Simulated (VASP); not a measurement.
# AlN (F-43m) in VASP: notebook

AlN is run at these levels: PBEsol; tasks: single point.

All numbers are computed with VASP 6.6.1; they aren't measurements. Logs are shortened: lines on timing, memory, paths and dates and some standing lists are left out, and cuts for length are marked.

**1. The cell of the first run**

Symmetry: F-43m, No. 216, cubic system. The conventional cell has a = 4.377 Å, b = 4.377 Å, c = 4.377 Å, α = 90.00°, β = 90.00°, γ = 90.00°. Al (site symmetry -43m) has 4 N at 1.90 Å within 2.5 Å. N (site symmetry -43m) has 4 Al at 1.90 Å within 2.5 Å.

**2. Single point, PBEsol**

Contents of INCAR:

```
SYSTEM = AlN
PREC = Accurate ; ENCUT = 600
EDIFF = 1E-6 ; ISMEAR = 0
SIGMA = 0.1 ; LREAL = .False.
LASPH = .True. ; NELM = 120
ALGO = Normal ; ISIF = 2
LWAVE = .False. ; LCHARG = .False.
GGA = PS ; NBANDS = 16
GGA_COMPAT = .False.
```

Contents of KPOINTS:

```
regular mesh
0
Gamma
  6 4 6
  0 0 0
```

Contents of POSCAR:

```
AlN
1.0
    3.0952806467      0.0000000000      0.0000000000
    0.0000000000      4.3773878028      0.0000000000
    0.0000000000      0.0000000000      3.0952805976
Al N
2 2
Direct
    0.0000000000      0.0000000000      0.0000000000
    0.5000000000      0.5000000000      0.5000117000
    0.5000000000      0.2500000000      0.0000000000
    0.0000000000      0.7500000000      0.5000117000
```

Potentials or basis: VASP PAW PBE potentials, release 64 (Al, N).

Command:

```
$ cat potpaw_PBE.64/Al/POTCAR potpaw_PBE.64/N/POTCAR > POTCAR
$ mpirun -np 1 vasp_std > vasp.out
```

OUTCAR:

```text
SYSTEM = AlN
   PREC = Accurate
   ENCUT = 600
   EDIFF = 1E-6
   ISMEAR = 0
   LREAL = .False.
   LASPH = .True.
   NELM = 120
   ISIF = 2
   GGA = PS

 ion  position               nearest neighbor table
   1  0.000  0.000  0.000-   4 1.90   3 1.90   3 1.90   4 1.90   2 3.10   2 3.10   2 3.10   2 3.10
                             2 3.10   2 3.10   2 3.10   2 3.10
   2  0.500  0.500  0.500-   3 1.90   4 1.90   4 1.90   3 1.90   1 3.10   1 3.10   1 3.10   1 3.10
                             1 3.10   1 3.10   1 3.10   1 3.10
   3  0.500  0.250  0.000-   2 1.90   1 1.90   1 1.90   2 1.90
   4  0.000  0.750  0.500-   1 1.90   2 1.90   2 1.90   1 1.90

  LATTYP: Found a simple tetragonal cell.
 ALAT       =     3.0952806467
 C/A-ratio  =     1.4142135407

  Lattice vectors:

 A1 = (  -3.0952806467,   0.0000000000,   0.0000000000)
 A2 = (   0.0000000000,   0.0000000000,   3.0952805976)
 A3 = (   0.0000000000,   4.3773878028,   0.0000000000)

Analysis of symmetry for initial positions (statically):
=====================================================================
 Subroutine PRICEL returns:
 Original cell was already a primitive cell.

 Routine SETGRP: Setting up the symmetry group for a
 simple tetragonal supercell.

 Subroutine GETGRP returns: Found  4 space group operations
 (whereof  2 operations were pure point group operations)
 out of a pool of 16 trial point group operations.

The static configuration has the point symmetry C_1h.
 The point group associated with its full space group is C_2v.

Analysis of symmetry for dynamics (positions and initial velocities):
=====================================================================
 Subroutine PRICEL returns:
 Original cell was already a primitive cell.

 Routine SETGRP: Setting up the symmetry group for a
 simple tetragonal supercell.

 Subroutine GETGRP returns: Found  4 space group operations
 (whereof  2 operations were pure point group operations)
 out of a pool of 16 trial point group operations.

The dynamic configuration has the point symmetry C_1h.
 The point group associated with its full space group is C_2v.

 Subroutine INISYM returns: Found  4 space group operations
 (whereof  2 operations are pure point group operations),
 and found     1 'primitive' translations

----------------------------------------------------------------------------------------

                                     Primitive cell

  volume of cell :      41.9387

  direct lattice vectors                    reciprocal lattice vectors
     3.095280647  0.000000000  0.000000000     0.323072482  0.000000000  0.000000000
     0.000000000  4.377387803  0.000000000     0.000000000  0.228446746  0.000000000
     0.000000000  0.000000000  3.095280598     0.000000000  0.000000000  0.323072487

  length of vectors
     3.095280647  4.377387803  3.095280598     0.323072482  0.228446746  0.323072487

  position of ions in fractional coordinates (direct lattice)
     0.000000000  0.000000000  0.000000000
     0.500000000  0.500000000  0.500011700
     0.500000000  0.250000000  0.000000000
     0.000000000  0.750000000  0.500011700

  ion indices of the primitive-cell ions
   primitive index   ion index
                 1           1
                 2           2
                 3           3
                 4           4

----------------------------------------------------------------------------------------

 KPOINTS: regular mesh

Automatic generation of k-mesh.
 Grid dimensions read from file:
 generate k-points for:    6    4    6

 Generating k-lattice:

  Cartesian coordinates                     Fractional coordinates (reciprocal lattice)
     0.053845414  0.000000000  0.000000000     0.166666667  0.000000000  0.000000000
     0.000000000  0.057111687  0.000000000     0.000000000  0.250000000  0.000000000
     0.000000000  0.000000000  0.053845414     0.000000000  0.000000000  0.166666667

  Length of vectors
     0.053845414  0.057111687  0.053845414

  Shift w.r.t. Gamma in fractional coordinates (k-lattice)
     0.000000000  0.000000000  0.000000000

 Subroutine IBZKPT returns following result:
 ===========================================

 Found     48 irreducible k-points:

 Following reciprocal coordinates:
            Coordinates               Weight
  0.000000  0.000000  0.000000      1.000000
  0.166667  0.000000  0.000000      2.000000
  0.000000  0.000000 -0.166667      2.000000
  0.333333  0.000000  0.000000      2.000000
  0.000000  0.000000 -0.333333      2.000000
  0.500000  0.000000  0.000000      1.000000
[... 16 lines left out ...]
  0.333333  0.000000  0.166667      4.000000
  0.166667  0.000000 -0.333333      4.000000
 [... further k-points ...]
   k-points           NKPTS =     48   k-points in BZ     NKDIM =     48   number of bands    NBANDS=     16
   number of dos      NEDOS =    301   number of ions     NIONS =      4
   total plane-waves  NPLWV =  28224
   dimension x,y,z NGX =    28 NGY =   36 NGZ =   28
   dimension x,y,z NGXF=    56 NGYF=   72 NGZF=   56
   ions per type =               2   2
   NGX,Y,Z   is equivalent  to a cutoff of  15.04, 13.67, 15.04 a.u.
   NGXF,Y,Z  is equivalent  to a cutoff of  30.08, 27.34, 30.08 a.u.
 SYSTEM =  AlN
   PREC   = accura    normal or accurate (medium, high low for compatibility)
   ISTART =      0    job   : 0-new  1-cont  2-samecut
   ICHARG =      2    charge: 1-file 2-atom 10-const
   ISPIN  =      1    spin polarized calculation?
   LNONCOLLINEAR =      F non collinear calculations
   LSORBIT =      F    spin-orbit coupling
   LASPH  =      T    aspherical Exc in radial PAW
   ENCUT  =  600.0 eV  44.10 Ry    6.64 a.u.   6.18  8.74  6.18*2*pi/ulx,y,z
   NELM   =    120;   NELMIN=  2; NELMDL= -5     # of ELM steps
   EDIFF  = 0.1E-05   stopping-criterion for ELM
   LREAL  =      F    real-space projection
   EDIFFG = 0.1E-04   stopping-criterion for IOM
   NSW    =      0    number of steps for IOM
   IBRION =     -1    ionic relax: 0-MD 1-quasi-New 2-CG
   NFREE  =      0    steps in history (QN), initial steepest desc. (CG)
   ISIF   =      2    stress and relaxation
   ISYM   =      2    0-nonsym 1-usesym 2-fastsym
   POTIM  = 0.5000    time-step for ionic-motion
   TEBEG  =    0.0;   TEEND  =   0.0 temperature during run
   PSTRESS=    0.0 pullay stress
   NELECT =      16.0000    total number of electrons
   NUPDOWN=      -1.0000    fix difference up-down
   EMIN   =  10.00;   EMAX   =-10.00  energy-range for DOS
   EFERMI =   0.00;   METHOD = LEGACY
   ISMEAR =     0;   SIGMA  =   0.10  broadening in eV -4-tet -1-fermi 0-gaus
   EFERMI_NEDOS =   21; number of points for ismear=-14 and -15
   IALGO  =     38    algorithm
   IMIX   =      4    mixing-type and parameters
     AMIX     =   0.40;   BMIX     =  1.00
     AMIX_MAG =   1.60;   BMIX_MAG =  1.00
  volume/ion in A,a.u.               =      10.48        70.75
  Fermi-wavevector in a.u.,A,eV,Ry     =   1.187344  2.243754 19.181291  1.409785
  Thomas-Fermi vector in A             =   2.323497
   LORBIT       =      0    0 simple, 1 ext, 2 COOP (PROOUT), +10 PAW based schemes
   GGA     = PS    functional components
   LHFCALC =     F    Hartree Fock is set to
   AEXX    =    0.0000 exact exchange contribution
   IVDW    =     0    specifies the selected vdW correction
   LEPSILON=     F    determine dielectric tensor
   LRPA    =     F    only Hartree local field effects (RPA)
 non-spin polarized calculation
 Gauss-broadening in eV      SIGMA  =   0.10
  energy-cutoff  :      600.00
  volume of cell :       41.94
 maximum number of plane-waves:      1426
 NGX is ok and might be reduce to    28
   NGX = 13   NGY = 17   NGZ = 13

 number of electron      15.9999998 magnetization

 Free energy of the ion-electron system (eV)
  ---------------------------------------------------
  ext. energy  EPLUGINS =         0.00000000
  ---------------------------------------------------
  free energy    TOTEN  =       -31.22459714 eV

  energy without entropy =      -31.22459714  energy(sigma->0) =      -31.22459714

 E-fermi :   6.2456     XC(G=0): -11.1009

 val. band max:        5.8177731433   @ k =   0.0000   0.0000   0.0000
 cond. band min:       9.0014798091   @ k =   0.5000   0.0000   0.5000
 fundamental gap:      3.1837066658
 Fermi energy:         6.2456061971

 k-point     1 :       0.0000    0.0000    0.0000
  band No.  band energies     occupation
      1      -9.1037      2.00000
      2      -6.3984      2.00000
      3       0.8908      2.00000
      4       4.0353      2.00000
      5       4.0353      2.00000
      6       5.8177      2.00000
[... 8 lines left out ...]
     15      19.6040      0.00000
     16      21.3645      0.00000

 k-point     2 :       0.1667    0.0000    0.0000
  band No.  band energies     occupation
      1      -8.8339      2.00000
      2      -6.3849      2.00000
      3       1.1928      2.00000
      4       2.9274      2.00000
      5       4.2225      2.00000
      6       4.5592      2.00000
[... 8 lines left out ...]
     15      19.1738      0.00000
     16      20.5693      0.00000

 k-point     3 :       0.0000    0.0000   -0.1667
  band No.  band energies     occupation
      1      -8.8339      2.00000
      2      -6.3849      2.00000
      3       1.1928      2.00000
      4       2.9274      2.00000
      5       4.2225      2.00000
      6       4.5592      2.00000
[... 8 lines left out ...]
     15      19.1738      0.00000
     16      20.5693      0.00000
[... 362 lines left out ...]
 k-point    23 :       0.3333    0.0000    0.1667
  band No.  band energies     occupation
      1      -7.8681      2.00000
      2      -6.4515      2.00000
      3       1.6598      2.00000
      4       2.3547      2.00000
      5       2.5572      2.00000
      6       3.8349      2.00000
[... 8 lines left out ...]
     15      18.6664      0.00000
     16      19.3467      0.00000

 k-point    24 :       0.1667    0.0000   -0.3333
  band No.  band energies     occupation
      1      -7.8681      2.00000
      2      -6.4515      2.00000
      3       1.6598      2.00000
      4       2.3547      2.00000
      5       2.5572      2.00000
      6       3.8349      2.00000
[... 8 lines left out ...]
     15      18.6664      0.00000
     16      19.3467      0.00000

 [... further k-points ...]

------------------------ aborting loop because EDIFF is reached ----------------------------------------

  FORCE on cell =-STRESS in cart. coord.  units (eV):
  Direction    XX          YY          ZZ          XY          YZ          ZX
  --------------------------------------------------------------------------------------
  -------------------------------------------------------------------------------------
  Total       -0.0232583     -0.0351940     -0.0232564      0.0000000      0.0000000      0.0000000
  in kB       -0.8885342     -1.3445118     -0.8884599      0.0000000      0.0000000      0.0000000
  external PRESSURE =      -1.0405020 kB  Pullay stress =       0.0000000 kB

 VOLUME and BASIS-vectors are now :
 -----------------------------------------------------------------------------
  energy-cutoff  :      600.00
  volume of cell :       41.94
      direct lattice vectors                 reciprocal lattice vectors
     3.095280647  0.000000000  0.000000000     0.323072482  0.000000000  0.000000000
     0.000000000  4.377387803  0.000000000     0.000000000  0.228446746  0.000000000
     0.000000000  0.000000000  3.095280598     0.000000000  0.000000000  0.323072487

 POSITION                                       TOTAL-FORCE (eV/Angst)
 -----------------------------------------------------------------------------------
      0.00000      0.00000      0.00000         0.000000     -0.000000      0.000480
      1.54764      2.18869      1.54768         0.000000     -0.000000     -0.000480
      1.54764      1.09435      0.00000         0.000000      0.000000      0.000509
      0.00000      3.28304      1.54768         0.000000      0.000000     -0.000509
 -----------------------------------------------------------------------------------
    total drift:                                0.000000      0.000001      0.000000

  FREE ENERGIE OF THE ION-ELECTRON SYSTEM (eV)
  ---------------------------------------------------
  free  energy   TOTEN  =       -31.2245971413 eV

  energy  without entropy=      -31.2245971412  energy(sigma->0) =      -31.22459714
```

It took 17 s on 1 thread of AMD EPYC 9R45 (Zen 5), shared host; peak memory 0.15 GiB.

Results:

| Property | Result |
| --- | --- |
| Free energy | -31.2246 eV |
| Pressure | -0.1 GPa |
| Band gap on the k mesh | 3.18 eV |

Caveat: the PAW data sets were made with another functional, which shifts forces and pressure a little. A k mesh can miss the band edges.

**3. Single point, PBEsol**

Contents of INCAR:

```
SYSTEM = AlN
ALGO     = Normal         ! electronic algorithm
EDIFF    = 1E-6           ! SCF threshold, eV
ENCUT    = 600            ! plane-wave cutoff, eV
GGA      = PS             ! functional
GGA_COMPAT= .FALSE.      
ISIF     = 2              ! what is computed and relaxed
ISMEAR   = 0              ! smearing method
LASPH    = .TRUE.         ! aspherical terms in the spheres
LCHARG   = .FALSE.        ! write CHGCAR
LREAL    = .FALSE.        ! projectors in reciprocal space
LWAVE    = .FALSE.        ! write WAVECAR
NBANDS   = 16             ! bands
NELM     = 120            ! most SCF steps
PREC     = Accurate       ! precision mode
SIGMA    = 0.02           ! smearing width, eV
```

Contents of KPOINTS:

```
k-points
0
G
  8 6 8
  0 0 0
```

Contents of POSCAR:

```
AlN
1.0
    3.0952806222      0.0000000000      0.0000000000
    0.0000000000      4.3773878028      0.0000000000
    0.0000000000      0.0000000000      3.0952806222
Al N
2 2
Direct
    0.0000000000      0.0000000000      0.0000058500
    0.5000000000      0.5000000000      0.5000058500
    0.5000000000      0.2500000000      0.0000058500
    0.0000000000      0.7500000000      0.5000058500
```

Potentials or basis: VASP PAW PBE potentials, release 64 (Al, N).

Command:

```
$ cat potpaw_PBE.64/Al/POTCAR potpaw_PBE.64/N/POTCAR > POTCAR
$ mpirun -np 1 vasp_std > vasp.out
```

Wall time 19 s (1 thread of AMD EPYC 9R45 (Zen 5), shared host); peak memory 0.16 GiB.

Results (log left out):

* Free energy: -31.2260 eV
* Pressure: -0.1 GPa
* Band gap on the k mesh: 3.18 eV

Levels at points of the mesh, in eV from the valence-band top:
| k point | band 5 | band 6 | band 7 | band 8 | band 9 | band 10 | band 11 | band 12 |
| --- | --- | --- | --- | --- | --- | --- | --- | --- |
| (0.00, 0.00, 0.00) | -1.78 | 0.00 | 0.00 | 0.00 | 3.18 | 4.08 | 8.44 | 12.41 |
| (0.50, 0.00, 0.00) | -2.49 | -2.49 | -0.53 | -0.53 | 7.68 | 7.68 | 9.09 | 9.09 |
| (0.00, 0.50, 0.00) | -0.98 | -0.98 | -0.98 | -0.98 | 5.84 | 5.84 | 10.09 | 10.09 |
| (0.50, 0.50, 0.00) | -0.48 | -0.48 | -0.48 | -0.48 | 7.23 | 7.23 | 9.72 | 9.72 |
| (0.50, 0.00, 0.50) | -1.78 | -1.78 | -1.78 | -1.78 | 3.18 | 3.18 | 8.44 | 8.44 |
| (0.50, 0.50, 0.50) | -3.46 | -3.46 | -2.72 | -2.72 | 5.93 | 5.93 | 11.23 | 11.23 |

Caveat: the PAW data sets were made with another functional, which shifts forces and pressure a little.

**4. Single point, PBEsol**

Contents of INCAR:

```
  ALGO = Normal
  EDIFF = 1E-6
  ENCUT = 600
  GGA = PS
  GGA_COMPAT = False
  ISIF = 2
  ISMEAR = 0
  LASPH = True
  LCHARG = True
  LELF = True
  LREAL = False
  LVHAR = True
  LWAVE = False
  NBANDS = 16
  NELM = 120
  PREC = Accurate
  SIGMA = 0.02
```

Contents of KPOINTS:

```
k-points
0
Gamma
  8 6 8
```

POSCAR is that of step 3.

Command:

```
$ cat potpaw_PBE.64/Al/POTCAR potpaw_PBE.64/N/POTCAR > POTCAR
$ mpirun -np 1 vasp_std > vasp.out
```

Run time: 21 s. Hardware: 1 thread of AMD EPYC 9R45 (Zen 5), shared host; peak memory 0.16 GiB.

It converged, with:

- Free energy: -31.2260 eV
- Pressure: -0.1 GPa
- Band gap on the k mesh: 3.18 eV

Levels at points of the mesh, in eV from the valence-band top:
```
           k point  band 6  band 7  band 8  band 9  band 10  band 11
(0.00, 0.00, 0.00)    0.00    0.00    0.00    3.18     4.08     8.44
(0.50, 0.00, 0.00)   -2.49   -0.53   -0.53    7.68     7.68     9.09
(0.00, 0.50, 0.00)   -0.98   -0.98   -0.98    5.84     5.84    10.09
(0.50, 0.50, 0.00)   -0.48   -0.48   -0.48    7.23     7.23     9.72
(0.50, 0.00, 0.50)   -1.78   -1.78   -1.78    3.18     3.18     8.44
(0.50, 0.50, 0.50)   -3.46   -2.72   -2.72    5.93     5.93    11.23
```

Caveat: the PAW data sets were made with another functional, which shifts forces and pressure a little.

**5. Single point, PBEsol**

Contents of INCAR:

```
SYSTEM = AlN
PREC = Accurate ; ENCUT = 600
EDIFF = 1E-6 ; ISMEAR = 0
SIGMA = 0.02 ; LREAL = .False.
LASPH = .True. ; NELM = 120
ALGO = Normal ; ISIF = 2
LWAVE = .False. ; LCHARG = .True.
GGA = PS ; LELF = .True.
LVHAR = .True. ; NBANDS = 16
GGA_COMPAT = .False.
```

Contents of KPOINTS:

```
Automatic mesh
0
Gamma
  8 6 8
  0 0 0
```

Contents of POSCAR:

```
AlN
1.0
    3.0952806467      0.0000000000      0.0000000000
    0.0000000000      4.3773878028      0.0000000000
    0.0000000000      0.0000000000      3.0952805976
Al N
2 2
Direct
    0.0000000000      0.0000000000      0.0000000000
    0.5000000000      0.5000000000      0.5000117000
    0.5000000000      0.2500000000      0.0000000000
    0.0000000000      0.7500000000      0.5000117000
```

Command:

```
$ cat potpaw_PBE.64/Al/POTCAR potpaw_PBE.64/N/POTCAR > POTCAR
$ mpirun -np 1 vasp_std > vasp.out
```

Wall time 33 s (1 thread of AMD EPYC 9R45 (Zen 5), shared host); peak memory 0.18 GiB.

The run converged. Its results:

- Free energy: -31.2260 eV
- Pressure: -0.1 GPa
- Band gap on the k mesh: 3.18 eV

Levels at points of the mesh, in eV from the valence-band top:
```
           k point  band 6  band 7  band 8  band 9  band 10  band 11
(0.00, 0.00, 0.00)    0.00    0.00    0.00    3.18     4.08     8.44
(0.50, 0.00, 0.00)   -2.49   -0.53   -0.53    7.68     7.68     9.09
(0.00, 0.00, 0.50)   -2.49   -0.53   -0.53    7.68     7.68     9.09
(0.00, 0.50, 0.00)   -0.98   -0.98   -0.98    5.84     5.84    10.09
(0.50, 0.50, 0.00)   -0.48   -0.48   -0.48    7.23     7.23     9.72
(0.00, 0.50, 0.50)   -0.48   -0.48   -0.48    7.23     7.23     9.72
(0.50, 0.00, 0.50)   -1.78   -1.78   -1.78    3.18     3.18     8.44
(0.50, 0.50, 0.50)   -3.46   -2.72   -2.72    5.93     5.93    11.23
```

Caveat: the PAW data sets were made with another functional, which shifts forces and pressure a little. A k mesh can miss the band edges.
